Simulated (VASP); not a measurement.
# Al3BP4 (P-4m2) in VASP: a series of runs

Al3BP4 is run at these levels: PBE; tasks: relaxation of cell and atoms, single point.

Program: VASP 6.6.1. These are calculated values, not measurements. Logs are shortened: lines on timing, memory, paths and dates and some standing lists are left out, and cuts for length are marked.

## 1. The cell of the first run

It takes space group P-4m2 (No. 115, tetragonal). The conventional cell has a = 3.688 Å, b = 3.688 Å, c = 10.817 Å, α = 90.00°, β = 90.00°, γ = 90.00°. Within 3.1 Å of Al (site symmetry 2mm) lie 4 P at 2.34 to 2.36 Å. Al (site symmetry -4m2) has 4 P at 2.34 Å within 3.1 Å. B (site symmetry -4m2) has 4 P at 2.13 Å within 2.8 Å. P (site symmetry 2mm) has 2 B at 2.13 Å and 2 Al at 2.36 Å within 2.8 Å. P (site symmetry 2mm) has 4 Al at 2.34 Å within 3.1 Å.

## 2. Relaxation of cell and atoms, PBE

INCAR reads:

```
SYSTEM = Al3BP4
  PREC = Accurate
  ENCUT = 600
  EDIFF = 1E-6
  ISMEAR = 0
  SIGMA = 0.02
  LREAL = .False.
  LASPH = .True.
  NELM = 100
  ALGO = Normal
  ISIF = 3
  LWAVE = .False.
  LCHARG = .False.
  GGA = PE
  IBRION = 2
  NSW = 100
  EDIFFG = -0.01
```

KPOINTS reads:

```
regular mesh
0
Gamma
  8 8 4
  0 0 0
```

POSCAR reads:

```
Al3BP4
1.0
    3.6877725614      0.0000000000      0.0000000000
    0.0000000000      3.6877725614      0.0000000000
    0.0000000000      0.0000000000     10.8165269260
Al B P
3 1 4
Direct
    0.5000000000      0.5000000000      0.7661502057
    0.0000000000      0.0000000000      0.5000000000
    0.5000000000      0.5000000000      0.2338497943
    0.0000000000      0.0000000000      0.0000000000
    0.0000000000      0.5000000000      0.0983874301
    0.5000000000      0.0000000000      0.9016125699
    0.0000000000      0.5000000000      0.6332046136
    0.5000000000      0.0000000000      0.3667953864
```

Potentials or basis: VASP PAW PBE potentials, release 64 (Al, B, P).

Run with:

```bash
$ cat potpaw_PBE.64/Al/POTCAR potpaw_PBE.64/B/POTCAR potpaw_PBE.64/P/POTCAR > POTCAR
$ mpirun -np 1 vasp_std > vasp.out
```

OUTCAR:

```text
SYSTEM = Al3BP4
   PREC = Accurate
   ENCUT = 600
   EDIFF = 1E-6
   ISMEAR = 0
   LREAL = .False.
   LASPH = .True.
   NELM = 100
   ISIF = 3
   GGA = PE
   IBRION = 2
   NSW = 100
   EDIFFG = -0.01

 ion  position               nearest neighbor table
   1  0.500  0.500  0.766-   7 2.34   7 2.34   6 2.36   6 2.36
   2  0.000  0.000  0.500-   7 2.34   8 2.34   7 2.34   8 2.34
   3  0.500  0.500  0.234-   8 2.34   8 2.34   5 2.36   5 2.36
   4  0.000  0.000  0.000-   5 2.13   6 2.13   5 2.13   6 2.13
   5  0.000  0.500  0.098-   4 2.13   4 2.13   3 2.36   3 2.36
   6  0.500  0.000  0.902-   4 2.13   4 2.13   1 2.36   1 2.36
   7  0.000  0.500  0.633-   1 2.34   1 2.34   2 2.34   2 2.34
   8  0.500  0.000  0.367-   3 2.34   3 2.34   2 2.34   2 2.34

  LATTYP: Found a simple tetragonal cell.
 ALAT       =     3.6877725614
 C/A-ratio  =     2.9330786392

  Lattice vectors:

 A1 = (   3.6877725614,   0.0000000000,   0.0000000000)
 A2 = (   0.0000000000,   3.6877725614,   0.0000000000)
 A3 = (   0.0000000000,   0.0000000000,  10.8165269260)

Analysis of symmetry for initial positions (statically):
=====================================================================
 Subroutine PRICEL returns:
 Original cell was already a primitive cell.

 Routine SETGRP: Setting up the symmetry group for a
 simple tetragonal supercell.

 Subroutine GETGRP returns: Found  8 space group operations
 (whereof  8 operations were pure point group operations)
 out of a pool of 16 trial point group operations.

The static configuration has the point symmetry D_2d.

Analysis of symmetry for dynamics (positions and initial velocities):
=====================================================================
 Subroutine PRICEL returns:
 Original cell was already a primitive cell.

 Routine SETGRP: Setting up the symmetry group for a
 simple tetragonal supercell.

 Subroutine GETGRP returns: Found  8 space group operations
 (whereof  8 operations were pure point group operations)
 out of a pool of 16 trial point group operations.

The dynamic configuration has the point symmetry D_2d.

 Subroutine INISYM returns: Found  8 space group operations
 (whereof  8 operations are pure point group operations),
 and found     1 'primitive' translations

----------------------------------------------------------------------------------------

                                     Primitive cell

  volume of cell :     147.1012

  direct lattice vectors                    reciprocal lattice vectors
     3.687772561  0.000000000  0.000000000     0.271166397  0.000000000  0.000000000
     0.000000000  3.687772561  0.000000000     0.000000000  0.271166397  0.000000000
     0.000000000  0.000000000 10.816526926     0.000000000  0.000000000  0.092451117

  length of vectors
     3.687772561  3.687772561 10.816526926     0.271166397  0.271166397  0.092451117

  position of ions in fractional coordinates (direct lattice)
     0.500000000  0.500000000  0.766150206
     0.000000000  0.000000000  0.500000000
     0.500000000  0.500000000  0.233849794
     0.000000000  0.000000000  0.000000000
     0.000000000  0.500000000  0.098387430
     0.500000000  0.000000000  0.901612570
     0.000000000  0.500000000  0.633204614
     0.500000000  0.000000000  0.366795386

  ion indices of the primitive-cell ions
   primitive index   ion index
                 1           1
                 2           2
                 3           3
                 4           4
                 5           5
                 6           6
                 7           7
                 8           8

----------------------------------------------------------------------------------------

 KPOINTS: regular mesh

Automatic generation of k-mesh.
 Grid dimensions read from file:
 generate k-points for:    8    8    4

 Generating k-lattice:

  Cartesian coordinates                     Fractional coordinates (reciprocal lattice)
     0.033895800  0.000000000  0.000000000     0.125000000  0.000000000  0.000000000
     0.000000000  0.033895800  0.000000000     0.000000000  0.125000000  0.000000000
     0.000000000  0.000000000  0.023112779     0.000000000  0.000000000  0.250000000

  Length of vectors
     0.033895800  0.033895800  0.023112779

  Shift w.r.t. Gamma in fractional coordinates (k-lattice)
     0.000000000  0.000000000  0.000000000

 Subroutine IBZKPT returns following result:
 ===========================================

 Found     45 irreducible k-points:

 Following reciprocal coordinates:
            Coordinates               Weight
  0.000000  0.000000  0.000000      1.000000
  0.125000  0.000000  0.000000      4.000000
  0.250000  0.000000  0.000000      4.000000
  0.375000  0.000000  0.000000      4.000000
  0.500000  0.000000  0.000000      2.000000
  0.125000  0.125000  0.000000      4.000000
[... 16 lines left out ...]
  0.375000  0.125000  0.250000     16.000000
  0.500000  0.125000  0.250000      8.000000
 [... further k-points ...]
   k-points           NKPTS =     45   k-points in BZ     NKDIM =     45   number of bands    NBANDS=     21
   number of dos      NEDOS =    301   number of ions     NIONS =      8
   total plane-waves  NPLWV =  81000
   dimension x,y,z NGX =    30 NGY =   30 NGZ =   90
   dimension x,y,z NGXF=    60 NGYF=   60 NGZF=  180
   ions per type =               3   1   4
   NGX,Y,Z   is equivalent  to a cutoff of  13.52, 13.52, 13.83 a.u.
   NGXF,Y,Z  is equivalent  to a cutoff of  27.05, 27.05, 27.67 a.u.
 SYSTEM =  Al3BP4
   PREC   = accura    normal or accurate (medium, high low for compatibility)
   ISTART =      0    job   : 0-new  1-cont  2-samecut
   ICHARG =      2    charge: 1-file 2-atom 10-const
   ISPIN  =      1    spin polarized calculation?
   LNONCOLLINEAR =      F non collinear calculations
   LSORBIT =      F    spin-orbit coupling
   LASPH  =      T    aspherical Exc in radial PAW
   ENCUT  =  600.0 eV  44.10 Ry    6.64 a.u.   7.37  7.37 21.60*2*pi/ulx,y,z
   NELM   =    100;   NELMIN=  2; NELMDL= -5     # of ELM steps
   EDIFF  = 0.1E-05   stopping-criterion for ELM
   LREAL  =      F    real-space projection
   EDIFFG = -.1E-01   stopping-criterion for IOM
   NSW    =    100    number of steps for IOM
   IBRION =      2    ionic relax: 0-MD 1-quasi-New 2-CG
   NFREE  =      1    steps in history (QN), initial steepest desc. (CG)
   ISIF   =      3    stress and relaxation
   ISYM   =      2    0-nonsym 1-usesym 2-fastsym
   POTIM  = 0.5000    time-step for ionic-motion
   TEBEG  =    0.0;   TEEND  =   0.0 temperature during run
   PSTRESS=    0.0 pullay stress
   NELECT =      32.0000    total number of electrons
   NUPDOWN=      -1.0000    fix difference up-down
   EMIN   =  10.00;   EMAX   =-10.00  energy-range for DOS
   EFERMI =   0.00;   METHOD = LEGACY
   ISMEAR =     0;   SIGMA  =   0.02  broadening in eV -4-tet -1-fermi 0-gaus
   EFERMI_NEDOS =   21; number of points for ismear=-14 and -15
   IALGO  =     38    algorithm
   IMIX   =      4    mixing-type and parameters
     AMIX     =   0.40;   BMIX     =  1.00
     AMIX_MAG =   1.60;   BMIX_MAG =  1.00
  volume/ion in A,a.u.               =      18.39       124.09
  Fermi-wavevector in a.u.,A,eV,Ry     =   0.984584  1.860594 13.189566  0.969406
  Thomas-Fermi vector in A             =   2.115828
   LORBIT       =      0    0 simple, 1 ext, 2 COOP (PROOUT), +10 PAW based schemes
   GGA     = PE    functional components
   LHFCALC =     F    Hartree Fock is set to
   AEXX    =    0.0000 exact exchange contribution
   IVDW    =     0    specifies the selected vdW correction
   LEPSILON=     F    determine dielectric tensor
   LRPA    =     F    only Hartree local field effects (RPA)
 conjugate gradient relaxation of ions
 non-spin polarized calculation
 Gauss-broadening in eV      SIGMA  =   0.02
  energy-cutoff  :      600.00
  volume of cell :      147.10
 maximum number of plane-waves:      4980
 NGX is ok and might be reduce to    30
   NGX = 15   NGY = 15   NGZ = 43

--------------------------------------- Ionic step        1  -------------------------------------------

 number of electron      32.0000001 magnetization

 Free energy of the ion-electron system (eV)
  ---------------------------------------------------
  ext. energy  EPLUGINS =         0.00000000
  ---------------------------------------------------
  free energy    TOTEN  =       -42.58926697 eV

  energy without entropy =      -42.58926697  energy(sigma->0) =      -42.58926697

------------------------ aborting loop because EDIFF is reached ----------------------------------------

  FORCE on cell =-STRESS in cart. coord.  units (eV):
  Direction    XX          YY          ZZ          XY          YZ          ZX
  --------------------------------------------------------------------------------------
  -------------------------------------------------------------------------------------
  Total        0.0802232      0.0802232      0.2743714      0.0000000      0.0000000      0.0000000
  in kB        0.8737643      0.8737643      2.9883624      0.0000000      0.0000000      0.0000000
  external PRESSURE =       1.5786303 kB  Pullay stress =       0.0000000 kB
[... 111 lines left out ...]
  energy  without entropy=      -42.5896029920  energy(sigma->0) =      -42.58960299

--------------------------------------- Ionic step        4  -------------------------------------------

 number of electron      32.0000001 magnetization

 Free energy of the ion-electron system (eV)
  ---------------------------------------------------
  ext. energy  EPLUGINS =         0.00000000
  ---------------------------------------------------
  free energy    TOTEN  =       -42.58964698 eV

  energy without entropy =      -42.58964698  energy(sigma->0) =      -42.58964698

 E-fermi :   5.3550     XC(G=0):  -9.4762

 val. band max:        5.2268857268   @ k =   0.0000   0.0000   0.0000
 cond. band min:       6.1957940780   @ k =   0.0000   0.0000   0.0000
 fundamental gap:      0.9689083512
 Fermi energy:         5.3549943606

 k-point     1 :       0.0000    0.0000    0.0000
  band No.  band energies     occupation
      1      -7.4684      2.00000
      2      -6.3269      2.00000
      3      -5.9240      2.00000
      4      -4.4495      2.00000
      5      -1.0812      2.00000
      6       1.5691      2.00000
[... 550 lines left out ...]
      5      -1.3608      2.00000
      6      -0.7785      2.00000
[... 13 lines left out ...]
     20       9.0799      0.00000
     21       9.2833      0.00000

 [... further k-points ...]
[... 5 lines left out ...]
  --------------------------------------------------------------------------------------
  -------------------------------------------------------------------------------------
  Total       -0.0104404     -0.0104404      0.0221886      0.0000000      0.0000000     -0.0000000
  in kB       -0.1135264     -0.1135264      0.2412739      0.0000000      0.0000000     -0.0000000
  external PRESSURE =       0.0047404 kB  Pullay stress =       0.0000000 kB
[... 23 lines left out ...]
  FREE ENERGIE OF THE ION-ELECTRON SYSTEM (eV)
  ---------------------------------------------------
  free  energy   TOTEN  =       -42.5896469831 eV

  energy  without entropy=      -42.5896469831  energy(sigma->0) =      -42.58964698

 reached required accuracy - stopping structural energy minimisation
```

It took 3.1 min on 1 thread of Intel Xeon 6975P-C (Granite Rapids), shared host; peak memory 0.37 GiB.

Results:

```
Free energy                            : -42.5896 eV
Relaxed volume                         : 18.42 Å³/atom
Relaxed cell                           : a = 3.688 Å, b = 3.688 Å, c = 10.834 Å, α = 90.00°, β = 90.00°, γ = 90.00°
Space group after relaxing (to 0.05 Å) : P-4m2 (No. 115)
Energy gained by relaxing              : 0.0 meV/atom
Ionic steps                            : 4
Pressure after relaxing                : 0.0 GPa
Largest force after relaxing           : 0.007 eV/Å
Band gap on the k mesh                 : 0.97 eV, direct
```

Forces in eV/Å, atoms in the order of the input:
```
Al   0.000  0.000 -0.007
Al   0.000  0.000  0.000
Al   0.000  0.000  0.007
B    0.000  0.000  0.000
P    0.000  0.000 -0.002
P    0.000  0.000  0.002
P    0.000  0.000  0.000
P    0.000  0.000  0.000
```

Step by step:
```csv
step,energy change (eV),largest force (eV/Å),pressure (GPa),volume (Å³)
1,0.0000,0.0507,0.16,147.10
2,-0.0003,0.0121,-0.09,147.49
3,-0.0003,0.0125,-0.05,147.42
4,-0.0004,0.0066,0.00,147.34
```

Final structure:
```yaml
crystal:
  lattice:
    - [3.68791, 0.00000, 0.00000]
    - [0.00000, 3.68791, 0.00000]
    - [0.00000, 0.00000, 10.83351]
  atoms:
    - { symbol: Al, position: [0.50000, 0.50000, 0.76622] }
    - { symbol: Al, position: [0.00000, 0.00000, 0.50000] }
    - { symbol: Al, position: [0.50000, 0.50000, 0.23378] }
    - { symbol: B, position: [0.00000, 0.00000, 0.00000] }
    - { symbol: P, position: [0.00000, 0.50000, 0.09865] }
    - { symbol: P, position: [0.50000, 0.00000, 0.90135] }
    - { symbol: P, position: [0.00000, 0.50000, 0.63324] }
    - { symbol: P, position: [0.50000, 0.00000, 0.36676] }
```

Levels at points of the mesh, in eV from the valence-band top:
```csv
k point,band 14,band 15,band 16,band 17,band 18,band 19
"(0.00, 0.00, 0.00)",-0.29,0.00,0.00,0.97,1.22,2.16
"(0.50, 0.00, 0.00)",-0.76,-0.70,-0.67,1.47,2.69,3.20
"(0.50, 0.50, 0.00)",-2.78,-2.78,-2.48,1.22,1.22,1.86
"(0.00, 0.00, 0.50)",-0.79,-0.29,-0.29,1.03,1.26,2.15
"(0.50, 0.00, 0.50)",-0.74,-0.70,-0.69,1.81,3.37,3.46
"(0.50, 0.50, 0.50)",-3.00,-3.00,-2.92,1.93,1.93,2.79
```

## 3. Single point, PBE

This run uses another cell than the first one, of 18.57 Å³/atom, 1.010 times its volume.

INCAR reads:

```
PREC     = Accurate       # precision mode
ENCUT    = 500            # plane-wave cutoff, eV
EDIFF    = 1E-6           # SCF threshold, eV
ISMEAR   = 0              # smearing method
SIGMA    = 0.2            # smearing width, eV
LREAL    = False          # projectors in reciprocal space
LASPH    = True           # aspherical terms in the spheres
NELM     = 120            # most SCF steps
ALGO     = Normal         # electronic algorithm
ISIF     = 2              # what is computed and relaxed
LWAVE    = False          # write WAVECAR
LCHARG   = False          # write CHGCAR
GGA      = PE             # functional
NBANDS   = 26             # bands
GGA_COMPAT= False
```

KPOINTS reads:

```
regular mesh
0
Gamma
  4 4 2
```

POSCAR reads:

```
Al3BP4
1.0
    3.7085199934      0.0000000000      0.0000000000
    0.0000000000      3.7085199934      0.0000000000
    0.0000000000      0.0000000000     10.8003694931
Al B P
3 1 4
Direct
    0.5000000000      0.5000000000      0.7666091945
    0.0000000000      0.0000000000      0.5000000000
    0.5000000000      0.5000000000      0.2333908055
    0.0000000000      0.0000000000      0.0000000000
    0.0000000000      0.5000000000      0.6334437747
    0.5000000000      0.0000000000      0.3665562253
    0.0000000000      0.5000000000      0.0983607225
    0.5000000000      0.0000000000      0.9016392775
```

Potentials or basis: VASP PAW PBE potentials, release 64 (Al, B, P).

Run with:

```bash
$ cat potpaw_PBE.64/Al/POTCAR potpaw_PBE.64/B/POTCAR potpaw_PBE.64/P/POTCAR > POTCAR
$ mpirun -np 1 vasp_std > vasp.out
```

Run time: 21 s. Hardware: 1 thread of Intel Xeon 6975P-C (Granite Rapids), shared host; peak memory 0.24 GiB.

The run converged. Its results:

| Quantity | Value |
| --- | --- |
| Free energy | -42.4188 eV |
| Pressure | -0.5 GPa |
| Largest force | 0.028 eV/Å |
| Band gap on the k mesh | 0.95 eV, direct |

Forces in eV/Å, atoms in the order of the input:
```
Al   0.000  0.000 -0.028
Al   0.000  0.000  0.000
Al   0.000  0.000  0.028
B    0.000  0.000  0.000
P    0.000  0.000 -0.007
P    0.000  0.000  0.007
P    0.000  0.000  0.026
P    0.000  0.000 -0.026
```

Stress tensor (GPa, compression positive):
```
-0.42  0.00  0.00
 0.00 -0.42  0.00
 0.00  0.00 -0.71
```

Levels at points of the mesh, in eV from the valence-band top:
```
           k point  band 12  band 13  band 14  band 15  band 16  band 17  band 18  band 19  band 20  band 21
(0.00, 0.00, 0.00)    -1.16    -1.16    -0.24     0.00     0.00     0.95     1.18     2.15     2.87     3.46
(0.50, 0.00, 0.00)    -1.23    -1.18    -0.78    -0.71    -0.68     1.43     2.72     3.22     3.90     4.26
(0.50, 0.50, 0.00)    -3.52    -2.85    -2.72    -2.72    -2.42     1.27     1.27     1.91     1.99     4.37
(0.00, 0.00, 0.50)    -1.19    -0.79    -0.79    -0.29    -0.29     1.01     1.22     2.15     3.05     3.15
(0.50, 0.00, 0.50)    -2.10    -1.94    -0.76    -0.72    -0.70     1.75     3.40     3.50     3.80     4.12
(0.50, 0.50, 0.50)    -3.33    -3.18    -2.95    -2.95    -2.86     1.99     1.99     2.84     2.86     2.86
```

Caveat: the k points lie up to 0.42 Å⁻¹ apart. A k mesh can miss the band edges.
